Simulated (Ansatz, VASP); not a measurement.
**One calculation of SiC4, two programs**

File INCAR:

```
SYSTEM = SiC4
  ALGO = Normal
  EDIFF = 1E-6
  ENCUT = 1300
  GGA = PE
  GGA_COMPAT = .False.
  ISIF = 2
  ISMEAR = 0
  ISPIN = 2
  LASPH = .True.
  LCHARG = .False.
  LORBIT = 11
  LREAL = .False.
  LWAVE = .False.
  MAGMOM = 0 1 1 1 1
  NBANDS = 22
  NELM = 200
  PREC = Accurate
  SIGMA = 0.1
```

The input KPOINTS:

```
k-points
0
Gamma
  6 6 6
  0 0 0
```

The input POSCAR:

```
SiC4
1.0
   -2.0694554655      2.0694554655      3.6858245886
    2.0694554655     -2.0694554655      3.6858245886
    2.0694554655      2.0694554655     -3.6858245886
Si C
1 4
Direct
    0.5000000000      0.5000000000      0.0000000000
    0.8232338452      0.8232338452      0.6464676905
    0.1767661548      0.1767661548      0.3535323095
    0.8232338452      0.1767661548      0.0000000000
    0.1767661548      0.8232338452      0.0000000000
```

Input for Ansatz:

```yaml
crystal:
  lattice:
    - [-2.0694554655, 2.0694554655, 3.6858245886]
    - [2.0694554655, -2.0694554655, 3.6858245886]
    - [2.0694554655, 2.0694554655, -3.6858245886]
  atoms:
    - { symbol: Si, position: [0.5, 0.5, 0.0] }
    - { symbol: C, position: [0.8232338452, 0.8232338452, 0.6464676905], spin: 1.0 }
    - { symbol: C, position: [0.1767661548, 0.1767661548, 0.3535323095], spin: 1.0 }
    - { symbol: C, position: [0.8232338452, 0.1767661548, 0.0], spin: 1.0 }
    - { symbol: C, position: [0.1767661548, 0.8232338452, 0.0], spin: 1.0 }
basis:
  ecutwfc: 420
kpoints:
  mp_grid: { grid: [6, 6, 6] }
hamiltonian:
  xc: pbe
scf:
  occupations: { method: gaussian, width: 0.1 }
  lower_state_search: "off"
output:
  forces: true
  stress: true
  eigenvalues: true
  populations: true
magnetization:
  spin_polarized: true
```

Alike in both runs: task single point; functional PBE; k mesh 6 × 6 × 6; occupations gaussian, width 0.1 eV; collinear spin.

```csv
,VASP,Ansatz
version,VASP 6.6.1,Ansatz 0.2.0
potentials or method,"VASP PAW PBE potentials, release 64 (Si, C_h), cutoff 1300 eV","scalar-relativistic, plane waves, PAW"
valence electrons in the cell,20,20
```

Ansatz gave:

| Item | Value |
| --- | --- |
| gap on the k mesh at the Fermi level (eV) | none |
| pressure (GPa) | 0.0 |
| traceless stress, the component that is largest in VASP (GPa) | 0.14 |
| rms of the force components (eV/Å) | 0.001 |
| net moment per atom (μB) | 0.00 |

**Question.** Estimate VASP's values.

**Answer.** gap on the k mesh at the Fermi level (eV): none; pressure (GPa): -0.1; traceless stress, the component that is largest in VASP (GPa): 0.20; rms of the force components (eV/Å): 0.006; net moment per atom (μB): 0.00.

Atom by atom the forces differ by 0.005 eV/Å (rms over components). A gap of «none» marks a metal or a gap that the smearing closes. Ansatz's warnings: seeded moment not kept.
